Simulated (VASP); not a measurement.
# O2 in VASP: single point with PBEsol

Aim: the single point of O2 with PBEsol.

Program: VASP 6.6.1. These are calculated values, not measurements. Logs are shortened: lines on timing, memory, paths and dates and some standing lists are left out, and cuts for length are marked.

### 1 The cell of the first run

The cell holds a molecule in a box, 2 atoms: a = 10.000 Å, b = 10.500 Å, c = 11.000 Å, α = 90.00°, β = 90.00°, γ = 90.00°.

### 2 Single point, PBEsol, collinear spin, ferromagnetic start

Contents of INCAR:

```
SYSTEM = O
ALGO = Normal ; EDIFF = 1E-6
ENCUT = 910 ; GGA = PS
GGA_COMPAT = .FALSE. ; ISIF = 2
ISMEAR = 0 ; ISPIN = 2
LASPH = .TRUE. ; LCHARG = .FALSE.
LORBIT = 11 ; LREAL = .FALSE.
LWAVE = .FALSE. ; MAGMOM = 1 1
NBANDS = 17 ; NELM = 200
NELMDL = -8 ; PREC = Accurate
SIGMA = 0.01
```

Contents of KPOINTS:

```
k-points
0
G
  1 1 1
  0 0 0
```

Contents of POSCAR:

```
O
1.0
   10.0000000000      0.0000000000      0.0000000000
    0.0000000000     10.5000000000      0.0000000000
    0.0000000000      0.0000000000     11.0000000000
O
2
Direct
    0.5000000000      0.5000000000      0.4449587598
    0.5000000000      0.5000000000      0.5550412402
```

Potentials or basis: VASP PAW PBE potentials, release 64 (O_h).

The run is started by

```
$ cat potpaw_PBE.64/O_h/POTCAR > POTCAR
$ mpirun -np 1 vasp_gam > vasp.out
```

OUTCAR:

```text
SYSTEM = O
   EDIFF = 1E-6
   ENCUT = 910
   GGA = PS
   ISIF = 2
   ISMEAR = 0
   ISPIN = 2
   LASPH = .TRUE.
   LORBIT = 11
   LREAL = .FALSE.
   NELM = 200
   NELMDL = -8
   PREC = Accurate

 ion  position               nearest neighbor table
   1  0.500  0.500  0.445-   2 1.21
   2  0.500  0.500  0.555-   1 1.21

  LATTYP: Found a simple orthorhombic cell.
 ALAT       =    10.0000000000
 B/A-ratio  =     1.0500000000
 C/A-ratio  =     1.1000000000

  Lattice vectors:

 A1 = (  10.0000000000,   0.0000000000,   0.0000000000)
 A2 = (   0.0000000000,  10.5000000000,   0.0000000000)
 A3 = (   0.0000000000,   0.0000000000,  11.0000000000)

Analysis of symmetry for initial positions (statically):
=====================================================================
 Subroutine PRICEL returns:
 Original cell was already a primitive cell.

 Routine SETGRP: Setting up the symmetry group for a
 simple orthorhombic supercell.

 Subroutine GETGRP returns: Found  8 space group operations
 (whereof  8 operations were pure point group operations)
 out of a pool of  8 trial point group operations.

The static configuration has the point symmetry D_2h.

Analysis of symmetry for dynamics (positions and initial velocities):
=====================================================================
 Subroutine PRICEL returns:
 Original cell was already a primitive cell.

 Routine SETGRP: Setting up the symmetry group for a
 simple orthorhombic supercell.

 Subroutine GETGRP returns: Found  8 space group operations
 (whereof  8 operations were pure point group operations)
 out of a pool of  8 trial point group operations.

The dynamic configuration has the point symmetry D_2h.

Analysis of structural, dynamic, and magnetic symmetry:
=====================================================================
 Subroutine PRICEL returns:
 Original cell was already a primitive cell.

 Routine SETGRP: Setting up the symmetry group for a
 simple orthorhombic supercell.

 Subroutine GETGRP returns: Found  8 space group operations
 (whereof  8 operations were pure point group operations)
 out of a pool of  8 trial point group operations.

The overall configuration has the point symmetry D_2h.

 Subroutine INISYM returns: Found  8 space group operations
 (whereof  8 operations are pure point group operations),
 and found     1 'primitive' translations

----------------------------------------------------------------------------------------

                                     Primitive cell

  volume of cell :    1155.0000

  direct lattice vectors                    reciprocal lattice vectors
    10.000000000  0.000000000  0.000000000     0.100000000  0.000000000  0.000000000
     0.000000000 10.500000000  0.000000000     0.000000000  0.095238095  0.000000000
     0.000000000  0.000000000 11.000000000     0.000000000  0.000000000  0.090909091

  length of vectors
    10.000000000 10.500000000 11.000000000     0.100000000  0.095238095  0.090909091

  position of ions in fractional coordinates (direct lattice)
     0.500000000  0.500000000  0.444958760
     0.500000000  0.500000000  0.555041240

  ion indices of the primitive-cell ions
   primitive index   ion index
                 1           1
                 2           2

----------------------------------------------------------------------------------------

 KPOINTS: k-points

Automatic generation of k-mesh.
 Grid dimensions read from file:
 generate k-points for:    1    1    1

 Generating k-lattice:

  Cartesian coordinates                     Fractional coordinates (reciprocal lattice)
     0.100000000  0.000000000  0.000000000     1.000000000  0.000000000  0.000000000
     0.000000000  0.095238095  0.000000000     0.000000000  1.000000000  0.000000000
     0.000000000  0.000000000  0.090909091     0.000000000  0.000000000  1.000000000

  Length of vectors
     0.100000000  0.095238095  0.090909091

  Shift w.r.t. Gamma in fractional coordinates (k-lattice)
     0.000000000  0.000000000  0.000000000

 Subroutine IBZKPT returns following result:
 ===========================================

 Found      1 irreducible k-points:

 Following reciprocal coordinates:
            Coordinates               Weight
  0.000000  0.000000  0.000000      1.000000
   k-points           NKPTS =      1   k-points in BZ     NKDIM =      1   number of bands    NBANDS=     17
   number of dos      NEDOS =    301   number of ions     NIONS =      2
   total plane-waves  NPLWV = ******
   dimension x,y,z NGX =    98 NGY =  108 NGZ =  108
   dimension x,y,z NGXF=   196 NGYF=  216 NGZF=  216
   ions per type =               2
   NGX,Y,Z   is equivalent  to a cutoff of  16.29, 17.10, 16.32 a.u.
   NGXF,Y,Z  is equivalent  to a cutoff of  32.58, 34.20, 32.64 a.u.
 SYSTEM =  O
   PREC   = accura    normal or accurate (medium, high low for compatibility)
   ISTART =      0    job   : 0-new  1-cont  2-samecut
   ICHARG =      2    charge: 1-file 2-atom 10-const
   ISPIN  =      2    spin polarized calculation?
   LNONCOLLINEAR =      F non collinear calculations
   LSORBIT =      F    spin-orbit coupling
   LASPH  =      T    aspherical Exc in radial PAW
   ENCUT  =  910.0 eV  66.88 Ry    8.18 a.u.  24.60 25.83 27.06*2*pi/ulx,y,z
   NELM   =    200;   NELMIN=  2; NELMDL= -8     # of ELM steps
   EDIFF  = 0.1E-05   stopping-criterion for ELM
   LREAL  =      F    real-space projection
   EDIFFG = 0.1E-04   stopping-criterion for IOM
   NSW    =      0    number of steps for IOM
   IBRION =     -1    ionic relax: 0-MD 1-quasi-New 2-CG
   NFREE  =      0    steps in history (QN), initial steepest desc. (CG)
   ISIF   =      2    stress and relaxation
   ISYM   =      2    0-nonsym 1-usesym 2-fastsym
   POTIM  = 0.5000    time-step for ionic-motion
   TEBEG  =    0.0;   TEEND  =   0.0 temperature during run
   PSTRESS=    0.0 pullay stress
   NELECT =      12.0000    total number of electrons
   NUPDOWN=      -1.0000    fix difference up-down
   EMIN   =  10.00;   EMAX   =-10.00  energy-range for DOS
   EFERMI =   0.00;   METHOD = LEGACY
   ISMEAR =     0;   SIGMA  =   0.01  broadening in eV -4-tet -1-fermi 0-gaus
   EFERMI_NEDOS =   21; number of points for ismear=-14 and -15
   IALGO  =     38    algorithm
   IMIX   =      4    mixing-type and parameters
     AMIX     =   0.40;   BMIX     =  1.00
     AMIX_MAG =   1.60;   BMIX_MAG =  1.00
  volume/ion in A,a.u.               =     577.50      3897.16
  Fermi-wavevector in a.u.,A,eV,Ry     =   0.357225  0.675056  1.736231  0.127609
  Thomas-Fermi vector in A             =   1.274455
   LORBIT       =     11    0 simple, 1 ext, 2 COOP (PROOUT), +10 PAW based schemes
   GGA     = PS    functional components
   LHFCALC =     F    Hartree Fock is set to
   AEXX    =    0.0000 exact exchange contribution
   IVDW    =     0    specifies the selected vdW correction
   LEPSILON=     F    determine dielectric tensor
   LRPA    =     F    only Hartree local field effects (RPA)
 spin polarized calculation
 Gauss-broadening in eV      SIGMA  =   0.01
  energy-cutoff  :      910.00
  volume of cell :     1155.00
 maximum number of plane-waves:     36021
 NGX is ok and might be reduce to    98
   NGX = 49   NGY = 51   NGZ = 55

 number of electron      12.0000002 magnetization       2.0000002

 Free energy of the ion-electron system (eV)
  ---------------------------------------------------
  ext. energy  EPLUGINS =         0.00000000
  ---------------------------------------------------
  free energy    TOTEN  =       -10.45081216 eV

  energy without entropy =      -10.45081216  energy(sigma->0) =      -10.45081216

 E-fermi :  -6.5587     XC(G=0):  -0.4708

 val. band max:       -6.6384022055   @ k =   0.0000   0.0000   0.0000
 cond. band min:      -4.3676419767   @ k =   0.0000   0.0000   0.0000
 fundamental gap:      2.2707602288
 Fermi energy:        -6.5587063892

 spin component 1

 k-point     1 :       0.0000    0.0000    0.0000
  band No.  band energies     occupation
      1     -32.7284      1.00000
      2     -20.2888      1.00000
      3     -13.4291      1.00000
      4     -13.3729      1.00000
      5     -13.3729      1.00000
      6      -6.6384      1.00000
      7      -6.6384      1.00000
      8      -0.2297      0.00000
      9       0.8079      0.00000
     10       1.0276      0.00000
     11       1.0711      0.00000
     12       1.1864      0.00000
     13       1.2920      0.00000
     14       1.4272      0.00000
     15       2.0935      0.00000
     16       2.3592      0.00000
     17       2.3597      0.00000
 Fermi energy:        -6.5587063892

 spin component 2

 k-point     1 :       0.0000    0.0000    0.0000
  band No.  band energies     occupation
      1     -31.4956      1.00000
      2     -18.5054      1.00000
      3     -12.4060      1.00000
      4     -11.5341      1.00000
      5     -11.5341      1.00000
      6      -4.3676      0.00000
      7      -4.3676      0.00000
      8      -0.1319      0.00000
      9       0.9921      0.00000
     10       1.0923      0.00000
     11       1.1806      0.00000
     12       1.3033      0.00000
     13       1.3362      0.00000
     14       1.4738      0.00000
     15       2.2500      0.00000
     16       2.4263      0.00000
     17       2.4972      0.00000

------------------------ aborting loop because EDIFF is reached ----------------------------------------

  FORCE on cell =-STRESS in cart. coord.  units (eV):
  Direction    XX          YY          ZZ          XY          YZ          ZX
  --------------------------------------------------------------------------------------
  -------------------------------------------------------------------------------------
  Total       -0.1290233     -0.1284667      0.0602956      0.0000000      0.0000000      0.0000000
  in kB       -0.1789769     -0.1782047      0.0836400      0.0000000      0.0000000      0.0000000
  external PRESSURE =      -0.0911805 kB  Pullay stress =       0.0000000 kB

 VOLUME and BASIS-vectors are now :
 -----------------------------------------------------------------------------
  energy-cutoff  :      910.00
  volume of cell :     1155.00
      direct lattice vectors                 reciprocal lattice vectors
    10.000000000  0.000000000  0.000000000     0.100000000  0.000000000  0.000000000
     0.000000000 10.500000000  0.000000000     0.000000000  0.095238095  0.000000000
     0.000000000  0.000000000 11.000000000     0.000000000  0.000000000  0.090909091

 POSITION                                       TOTAL-FORCE (eV/Angst)
 -----------------------------------------------------------------------------------
      5.00000      5.25000      4.89455         0.000000      0.000000     -0.139925
      5.00000      5.25000      6.10545         0.000000     -0.000000      0.139925
 -----------------------------------------------------------------------------------
    total drift:                                0.000000     -0.000000      0.000000

  FREE ENERGIE OF THE ION-ELECTRON SYSTEM (eV)
  ---------------------------------------------------
  free  energy   TOTEN  =       -10.4508121636 eV

  energy  without entropy=      -10.4508121636  energy(sigma->0) =      -10.45081216

 total charge

# of ion       s       p       d       tot
------------------------------------------
    1        1.083   2.220   0.000   3.303
    2        1.083   2.220   0.000   3.303
--------------------------------------------------
tot          2.167   4.440   0.000   6.606

 magnetization (x)

# of ion       s       p       d       tot
------------------------------------------
    1        0.013   0.607   0.000   0.620
    2        0.013   0.607   0.000   0.620
--------------------------------------------------
tot          0.026   1.214   0.000   1.240
```

It took 4.4 min on 1 thread of Intel Xeon 6975P-C (Granite Rapids), shared host; peak memory 2.4 GiB.

Results:

- Free energy: -10.4508 eV
- Largest force: 0.140 eV/Å
- Gap between the frontier levels: 2.27 eV
- Net moment: 2.00 μB per cell
- Site moments: O +0.62 μB
- Valence electrons inside the program's atomic spheres: O 3.30

Forces in eV/Å, atoms in the order of the input:
```
O    0.000  0.000 -0.140
O    0.000  0.000  0.140
```

Caveat: the cutoff is under 1.25 times the usual one of these potentials, so pressure, stress and relaxed cells hold a basis-set (Pulay) error; the PAW data sets were made with another functional, which shifts forces and pressure a little.
